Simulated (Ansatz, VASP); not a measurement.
## One calculation of SiO2, two programs

Contents of INCAR:

```
SYSTEM = SiO2
  PREC = Accurate
  ENCUT = 520
  EDIFF = 1E-7
  ISMEAR = 0
  SIGMA = 0.05
  LREAL = .False.
  LASPH = .True.
  NELM = 100
  ALGO = Normal
  ISIF = 2
  LWAVE = .False.
  LCHARG = .False.
  GGA = PE
  NBANDS = 25
```

KPOINTS

```
Automatic mesh
0
Gamma
  6 6 10
  0 0 0
```

Contents of POSCAR:

```
SiO2
1.0
    3.8991392357      0.0000000000      0.0000000000
    0.0000000000      3.8991392357      0.0000000000
    0.0000000000      0.0000000000      2.7933433485
Si O
2 4
Direct
    0.5000000000      0.5000000000      0.5000000000
    0.0000000000      0.0000000000      0.0000000000
    0.6930127928      0.6930127928      0.0000000000
    0.1930127928      0.8069872072      0.5000000000
    0.3069872072      0.3069872072      0.0000000000
    0.8069872072      0.1930127928      0.5000000000
```

Input for Ansatz:

```yaml
crystal:
  lattice:
    - [3.8991392357, 0.0, 0.0]
    - [0.0, 3.8991392357, 0.0]
    - [0.0, 0.0, 2.7933433485]
  atoms:
    - { symbol: Si, position: [0.5, 0.5, 0.5] }
    - { symbol: Si, position: [0.0, 0.0, 0.0] }
    - { symbol: O, position: [0.6930127928, 0.6930127928, 0.0] }
    - { symbol: O, position: [0.1930127928, 0.8069872072, 0.5] }
    - { symbol: O, position: [0.3069872072, 0.3069872072, 0.0] }
    - { symbol: O, position: [0.8069872072, 0.1930127928, 0.5] }
basis:
  ecutwfc: 520.0
kpoints:
  mp_grid: { grid: [6, 6, 10] }
hamiltonian:
  xc: pbe
  pseudopotentials: { kind: paw, azcp: { folder: soft_1 } }
scf:
  occupations: { method: gaussian, width: 0.05 }
output:
  forces: true
  stress: true
  eigenvalues: true
```

Alike in both runs: task single point; functional PBE; k mesh 6 × 6 × 10; occupations gaussian, width 0.05 eV; no spin polarisation.

|  | VASP | Ansatz |
| --- | --- | --- |
| version | VASP 6.6.1 | Ansatz 0.2.0 |
| potentials or method | VASP PAW PBE potentials, release 64 (Si, O), cutoff 520 eV | scalar-relativistic, plane waves, PAW |
| valence electrons in the cell | 32 | 32 |

Ansatz gave:

```
gap on the k mesh at the Fermi level (eV) : 5.57
least direct gap on the mesh (eV)         : 5.57
rms of the force components (eV/Å)        : 0.537
```

Question: Which values does VASP return?

Answer: gap on the k mesh at the Fermi level (eV): 5.53; least direct gap on the mesh (eV): 5.53; rms of the force components (eV/Å): 0.530.

Atom by atom the forces differ by 0.007 eV/Å (rms over components).
